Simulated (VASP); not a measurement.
Write the native input for VASP 6.6.1 that does the following.

```
Task                   : single point
Functional             : PBE
Potentials or basis    : VASP PAW PBE potentials, release 64 (Y_sv, Mg, C)
Cutoff                 : 520 eV
k mesh                 : 12 × 12 × 12
Occupations            : gaussian, width 0.1 eV
Spin                   : no spin polarisation
Dipole correction      : no
Further INCAR settings : ALGO = Normal; EDIFF = 1e-07; NBANDS = 24
```

The structure of Y2MgC2 lies in POSCAR:

```
Y2MgC2
1.0
    1.8415678405      1.0632296884      8.4083509327
   -1.8415678405      1.0632296884      8.4083509327
    0.0000000000     -2.1264593768      8.4083509327
Y Mg C
2 1 2
Direct
    0.2588220095      0.2588220095      0.2588220095
    0.7411779905      0.7411779905      0.7411779905
    0.5000000000      0.5000000000      0.5000000000
    0.8879954569      0.8879954569      0.8879954569
    0.1120045431      0.1120045431      0.1120045431
```

The cell was built from a structure type or drawn by symmetry, and may not be a known phase.

The input as run:

INCAR

```
ALGO = Normal
EDIFF = 1E-7
ENCUT = 520
GGA = PE
ISIF = 2
ISMEAR = 0
LASPH = True
LCHARG = False
LREAL = False
LWAVE = False
NBANDS = 24
NELM = 100
PREC = Accurate
SIGMA = 0.1
```

KPOINTS

```
k-points
0
Gamma
  12 12 12
```

Potentials or basis: VASP PAW PBE potentials, release 64 (Y_sv, Mg, C).

The run is started by

```sh
$ cat potpaw_PBE.64/Y_sv/POTCAR potpaw_PBE.64/Mg/POTCAR potpaw_PBE.64/C/POTCAR > POTCAR
$ mpirun -np 1 vasp_std > vasp.out
```

It gave:

| Item | Value |
| --- | --- |
| Pressure | -0.1 GPa |
| Largest force | 0.008 eV/Å |
| Band gap on the k mesh | zero (bands 16 and 17 overlap by 1.08 eV) |

Wall time 39 min on 1 thread of Intel(R) Xeon(R) Platinum 8124M CPU @ 3.00GHz (Skylake/Cascade Lake), with other jobs on the host, peak memory 1.1 GiB.
